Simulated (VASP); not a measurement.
# Mg8Se3S5 (P1) in VASP: further runs

Mg8Se3S5 is run at these levels: PBEsol; tasks: single point, relaxation of volume and atoms at fixed shape.

All numbers are computed with VASP 6.6.1; they aren't measurements. Logs are shortened: lines on timing, memory, paths and dates and some standing lists are left out, and cuts for length are marked.

### Step 1. The cell of the first run

The typed cell holds 64 atoms: a = 10.573 Å, b = 10.573 Å, c = 10.573 Å, α = 90.00°, β = 90.00°, γ = 90.00°.

### Step 2. Single point, PBEsol

File INCAR:

```
SYSTEM = Mg8Se3S5
PREC = Accurate
ENCUT = 500
EDIFF = 1E-6
ISMEAR = -1
SIGMA = 0.05
LREAL = Auto
LASPH = .TRUE.
NELM = 120
ALGO = Normal
ISIF = 2
LWAVE = .FALSE.
LCHARG = .TRUE.
GGA = PS
LELF = .TRUE.
LVHAR = .TRUE.
NBANDS = 166
ISYM = -1
GGA_COMPAT = .FALSE.
```

File KPOINTS:

```
explicit points
1
Reciprocal
  0.25000000   0.25000000   0.25000000 1
```

File POSCAR:

```
Mg8Se3S5
1.0
   10.5733668969      0.0000000000      0.0000000000
    0.0000000000     10.5733668969      0.0000000000
    0.0000000000      0.0000000000     10.5733668969
S Se Mg
20 12 32
Direct
    0.2490570000      0.9999810000      0.0026840000
    0.2498060000      0.9994720000      0.4973100000
    0.2489500000      0.5000600000      0.0026930000
    0.2495710000      0.5012810000      0.4971410000
    0.7499460000      0.9984500000      0.4980510000
    0.7500300000      0.5022590000      0.4979390000
    0.0015110000      0.2490970000      0.0028670000
    0.9999430000      0.2493830000      0.4973910000
    0.0007210000      0.7510120000      0.0018740000
    0.9992890000      0.7511790000      0.4981760000
    0.5003930000      0.7510770000      0.4980220000
    0.0003880000      0.9999080000      0.2508340000
    0.4986140000      0.9991910000      0.2517440000
    0.4996410000      0.9981110000      0.7477310000
    0.4989290000      0.5007600000      0.2515270000
    0.2490620000      0.2491970000      0.2503460000
    0.2496650000      0.7509520000      0.2507530000
    0.7506200000      0.2489400000      0.2516780000
    0.7495190000      0.7509570000      0.2522690000
    0.7499170000      0.7511060000      0.7467930000
    0.7499620000      0.9994630000      0.0010550000
    0.7502200000      0.5006630000      0.0005740000
    0.4987930000      0.2494730000      0.0019940000
    0.4998340000      0.2499800000      0.4983570000
    0.4993840000      0.7506190000      0.0010460000
    0.9997510000      0.9994700000      0.7492740000
    0.9998590000      0.5000930000      0.2502560000
    0.9998350000      0.5006430000      0.7492160000
    0.4998700000      0.5011420000      0.7486020000
    0.2494730000      0.2495980000      0.7502860000
    0.2496810000      0.7506940000      0.7494490000
    0.7506100000      0.2497140000      0.7485300000
    0.0061500000      0.9997600000      0.0055700000
    0.0014790000      0.9990300000      0.4946740000
    0.0063820000      0.5002250000      0.0015510000
    0.0013130000      0.5015710000      0.4978600000
    0.4926870000      0.9990750000      0.0028630000
    0.4982260000      0.9952650000      0.4974100000
    0.4925820000      0.5010320000      0.0057380000
    0.4978090000      0.5059270000      0.4948200000
    0.2424710000      0.2499050000      0.0081450000
    0.2430880000      0.2502730000      0.4925700000
    0.2432370000      0.7499220000      0.0068410000
    0.2469330000      0.7503880000      0.4935350000
    0.7585290000      0.2500830000      0.0074080000
    0.7565560000      0.2505530000      0.4936540000
    0.7569890000      0.7500270000      0.0027510000
    0.7525350000      0.7505000000      0.4970180000
    0.2518090000      0.9997980000      0.2514020000
    0.2552190000      0.9992490000      0.7481970000
    0.2548410000      0.5001730000      0.2513700000
    0.2517960000      0.5010470000      0.7479830000
    0.7467280000      0.9988380000      0.2559710000
    0.7440280000      0.9950400000      0.7425410000
    0.7438400000      0.5015960000      0.2558270000
    0.7478860000      0.5058900000      0.7422370000
    0.9996470000      0.2445450000      0.2504020000
    0.9991000000      0.2480870000      0.7500750000
    0.9983620000      0.7554640000      0.2512450000
    0.9942520000      0.7519140000      0.7485530000
    0.5004070000      0.2472510000      0.2509420000
    0.5011590000      0.2435460000      0.7493150000
    0.5010160000      0.7525290000      0.2547530000
    0.5053280000      0.7550910000      0.7440950000
```

Potentials or basis: VASP PAW PBE potentials, release 64 (S, Se, Mg).

On the command line:

```
cat potpaw_PBE.64/S/POTCAR potpaw_PBE.64/Se/POTCAR potpaw_PBE.64/Mg/POTCAR > POTCAR
mpirun -np 1 vasp_std > vasp.out
```

OUTCAR:

```text
SYSTEM = Mg8Se3S5
   PREC = Accurate
   ENCUT = 500
   EDIFF = 1E-6
   ISMEAR = -1
   LREAL = Auto
   LASPH = .TRUE.
   NELM = 120
   ISIF = 2
   GGA = PS
   ISYM = -1

 ion  position               nearest neighbor table
   1  0.249  1.000  0.003-  33 2.57  37 2.58  49 2.63  41 2.64  43 2.65  50 2.69
   2  0.250  0.999  0.497-  49 2.60  34 2.63  38 2.63  44 2.63  42 2.65  50 2.65
   3  0.249  0.500  0.003-  35 2.56  39 2.58  51 2.63  43 2.64  41 2.65  52 2.69
   4  0.250  0.501  0.497-  51 2.60  36 2.62  40 2.63  44 2.63  52 2.65  42 2.66
   5  0.750  0.998  0.498-  53 2.56  54 2.59  48 2.62  34 2.66  38 2.66  46 2.67
   6  0.750  0.502  0.498-  55 2.56  56 2.58  48 2.62  36 2.66  46 2.66  40 2.67
[... 52 lines left out ...]
  52  0.252  0.501  0.748-  29 2.62  31 2.64   4 2.65  30 2.66  28 2.66   3 2.69
  53  0.747  0.999  0.256-   5 2.56  19 2.62  13 2.62  18 2.65  12 2.68  21 2.70
  54  0.744  0.995  0.743-  20 2.58  14 2.58   5 2.59  32 2.69  26 2.71  21 2.73  64 3.58
  55  0.744  0.502  0.256-   6 2.56  15 2.59  19 2.64  18 2.67  22 2.70  27 2.71  40 3.63
  56  0.748  0.506  0.742-   6 2.58  20 2.59  29 2.62  28 2.67  32 2.71  22 2.73
  57  1.000  0.245  0.250-  12 2.59   8 2.61   7 2.62  18 2.63  16 2.64  27 2.70  45 3.62  41 3.63
                            42 3.63  46 3.64
  58  0.999  0.248  0.750-  32 2.63  26 2.63  30 2.65  28 2.67   8 2.67   7 2.67
  59  0.998  0.755  0.251-  12 2.58  10 2.61  19 2.63   9 2.64  17 2.66  27 2.70  34 3.64
  60  0.994  0.752  0.749-  20 2.58  26 2.62  10 2.65  28 2.66   9 2.68  31 2.70
  61  0.500  0.247  0.251-  24 2.62  13 2.62  23 2.63  18 2.65  16 2.66  15 2.68
  62  0.501  0.244  0.749-  14 2.60  32 2.64  24 2.65  30 2.66  23 2.67  29 2.72
  63  0.501  0.753  0.255-  11 2.57  13 2.61  19 2.63  17 2.66  15 2.66  25 2.68  38 3.63  40 3.64

  64  0.505  0.755  0.744-  14 2.57  20 2.59  11 2.60  29 2.69  31 2.70  25 2.72  54 3.58  38 3.64

IMPORTANT INFORMATION: All symmetrisations will be switched off!
NOSYMM: (Re-)initialisation of all symmetry stuff for point group C_1.

----------------------------------------------------------------------------------------

                                     Primitive cell

  volume of cell :    1182.0611

  direct lattice vectors                    reciprocal lattice vectors
    10.573366897  0.000000000  0.000000000     0.094577253  0.000000000  0.000000000
     0.000000000 10.573366897  0.000000000     0.000000000  0.094577253  0.000000000
     0.000000000  0.000000000 10.573366897     0.000000000  0.000000000  0.094577253

  length of vectors
    10.573366897 10.573366897 10.573366897     0.094577253  0.094577253  0.094577253

  position of ions in fractional coordinates (direct lattice)
     0.249057000  0.999981000  0.002684000
     0.249806000  0.999472000  0.497310000
     0.248950000  0.500060000  0.002693000
     0.249571000  0.501281000  0.497141000
     0.749946000  0.998450000  0.498051000
     0.750030000  0.502259000  0.497939000
[... 56 lines left out ...]
     0.501016000  0.752529000  0.254753000
     0.505328000  0.755091000  0.744095000

  ion indices of the primitive-cell ions
   primitive index   ion index
[... 110 lines left out ...]
   EFERMI_NEDOS =   21; number of points for ismear=-14 and -15
   IALGO  =     38    algorithm
   IMIX   =      4    mixing-type and parameters
     AMIX     =   0.40;   BMIX     =  1.00
     AMIX_MAG =   1.60;   BMIX_MAG =  1.00
  volume/ion in A,a.u.               =      18.47       124.64
  Fermi-wavevector in a.u.,A,eV,Ry     =   0.983124  1.857834 13.150470  0.966532
  Thomas-Fermi vector in A             =   2.114258
   LORBIT       =      0    0 simple, 1 ext, 2 COOP (PROOUT), +10 PAW based schemes
   GGA     = PS    functional components
   LHFCALC =     F    Hartree Fock is set to
   AEXX    =    0.0000 exact exchange contribution
   IVDW    =     0    specifies the selected vdW correction
   LEPSILON=     F    determine dielectric tensor
   LRPA    =     F    only Hartree local field effects (RPA)
 non-spin polarized calculation
  energy-cutoff  :      500.00
  volume of cell :     1182.06
 maximum number of plane-waves:     30028
 NGX is ok and might be reduce to    80
   NGX = 39   NGY = 39   NGZ = 39

 number of electron     255.9999993 magnetization

 Free energy of the ion-electron system (eV)
  ---------------------------------------------------
  ext. energy  EPLUGINS =         0.00000000
  ---------------------------------------------------
  free energy    TOTEN  =      -277.97475398 eV

  energy without entropy =     -277.97475398  energy(sigma->0) =     -277.97475398

 E-fermi :   4.7143     XC(G=0):  -9.7766

 val. band max:        3.5053491297   @ k =   0.2500   0.2500   0.2500
 cond. band min:       6.4488058421   @ k =   0.2500   0.2500   0.2500
 fundamental gap:      2.9434567124
 Fermi energy:         4.7142645369

 k-point     1 :       0.2500    0.2500    0.2500
  band No.  band energies     occupation
      1      -9.1823      2.00000
      2      -8.8323      2.00000
      3      -8.8238      2.00000
      4      -8.8053      2.00000
      5      -8.5367      2.00000
      6      -8.5264      2.00000
[... 132 lines left out ...]
    139       7.8382      0.00000
    140       7.8540      0.00000
 [bands above 140 left out]

------------------------ aborting loop because EDIFF is reached ----------------------------------------

  FORCE on cell =-STRESS in cart. coord.  units (eV):
  Direction    XX          YY          ZZ          XY          YZ          ZX
  --------------------------------------------------------------------------------------
  -------------------------------------------------------------------------------------
  Total       -1.0117265     -0.6789183     -1.2178157     -3.1293719     -3.1162346     -3.1360257
  in kB       -1.3713042     -0.9202126     -1.6506395     -4.2415818     -4.2237755     -4.2506005
  external PRESSURE =      -1.3140521 kB  Pullay stress =       0.0000000 kB

 VOLUME and BASIS-vectors are now :
 -----------------------------------------------------------------------------
  energy-cutoff  :      500.00
  volume of cell :     1182.06
      direct lattice vectors                 reciprocal lattice vectors
    10.573366897  0.000000000  0.000000000     0.094577253  0.000000000  0.000000000
     0.000000000 10.573366897  0.000000000     0.000000000  0.094577253  0.000000000
     0.000000000  0.000000000 10.573366897     0.000000000  0.000000000  0.094577253

 POSITION                                       TOTAL-FORCE (eV/Angst)
 -----------------------------------------------------------------------------------
      2.63337     10.57317      0.02838        -0.009055      0.001005      0.007853
      2.64129     10.56778      5.25824        -0.007548     -0.001952      0.001393
      2.63224      5.28732      0.02847        -0.008039     -0.000217      0.002925
      2.63881      5.30023      5.25645        -0.005561     -0.000392      0.006429
      7.92945     10.55698      5.26608         0.000163      0.008572     -0.004668
      7.93034      5.31057      5.26489        -0.001222     -0.005104     -0.003254
[... 56 lines left out ...]
      5.29743      7.95677      2.69360        -0.002467     -0.002328      0.006411
      5.34302      7.98385      7.86759         0.011379      0.006135     -0.008241
 -----------------------------------------------------------------------------------
    total drift:                                0.016885     -0.012636      0.008793

  FREE ENERGIE OF THE ION-ELECTRON SYSTEM (eV)
  ---------------------------------------------------
  free  energy   TOTEN  =      -277.9747539776 eV

  energy  without entropy=     -277.9747539775  energy(sigma->0) =     -277.97475398
```

Wall time 5.4 min (1 thread of AMD EPYC 9R45 (Zen 5), shared host); peak memory 0.97 GiB.

Results:

```yaml
Free_energy: -277.9748 eV
Pressure: -0.1 GPa
Largest_force: 0.017 eV/Å
Band_gap_on_the_k_mesh: 2.94 eV
```

Forces on the atoms (eV/Å):
```
S   -0.009  0.001  0.008
S   -0.008 -0.002  0.001
S   -0.008  0.000  0.003
S   -0.006  0.000  0.006
S    0.000  0.009 -0.005
S   -0.001 -0.005 -0.003
S    0.000 -0.010  0.001
S    0.008 -0.008  0.005
S   -0.010 -0.001  0.002
S    0.002 -0.003 -0.008
S   -0.001  0.002 -0.003
S    0.004 -0.003  0.003
S    0.006 -0.001 -0.001
S   -0.003  0.011  0.004
S   -0.002  0.010  0.001
S   -0.001 -0.010  0.006
S    0.000  0.003  0.008
S   -0.002  0.003 -0.004
S    0.010  0.011 -0.009
S    0.005 -0.002 -0.004
Se   0.006 -0.001 -0.005
Se  -0.003 -0.010  0.011
Se  -0.003 -0.002 -0.010
Se  -0.001 -0.006  0.008
Se  -0.001  0.001 -0.003
Se   0.013  0.009  0.005
Se   0.003  0.002  0.001
Se   0.007 -0.004 -0.001
Se  -0.009 -0.001  0.006
Se  -0.007  0.002 -0.008
Se  -0.005 -0.005 -0.004
Se   0.004 -0.001  0.006
Mg   0.005  0.003  0.001
Mg  -0.006  0.001 -0.001
Mg   0.005  0.002  0.003
Mg   0.002  0.007  0.007
Mg  -0.008  0.004 -0.002
Mg  -0.003 -0.009  0.005
Mg  -0.005 -0.006  0.003
Mg   0.006  0.006 -0.008
Mg   0.009  0.008 -0.004
Mg   0.002  0.004  0.000
Mg   0.003  0.000  0.005
Mg  -0.004 -0.004 -0.001
Mg   0.002  0.008 -0.002
Mg   0.007 -0.002  0.002
Mg   0.006 -0.001  0.012
Mg   0.001 -0.006  0.007
Mg   0.006  0.001 -0.004
Mg   0.013 -0.002 -0.007
Mg   0.005  0.004 -0.004
Mg   0.008  0.002 -0.004
Mg  -0.001  0.001  0.000
Mg  -0.007 -0.007 -0.005
Mg  -0.009 -0.004  0.000
Mg  -0.011  0.010 -0.009
Mg  -0.002 -0.005 -0.003
Mg  -0.010 -0.003  0.000
Mg  -0.002  0.001 -0.005
Mg  -0.010  0.000  0.001
Mg  -0.005 -0.003 -0.001
Mg   0.005 -0.002 -0.001
Mg  -0.002 -0.002  0.006
Mg   0.011  0.006 -0.008
```

Levels at points of the mesh, in eV from the valence-band top:
```tsv
k point	band 125	band 126	band 127	band 128	band 129	band 130	band 131	band 132
(0.25, 0.25, 0.25)	-0.28	-0.22	-0.06	0.00	2.94	2.96	2.98	4.01
```

Caveat: the PAW data sets were made with another functional, which shifts forces and pressure a little; a shifted mesh leaves out Γ, where band edges can lie. A k mesh can miss the band edges.

[end of part 1 of 2]
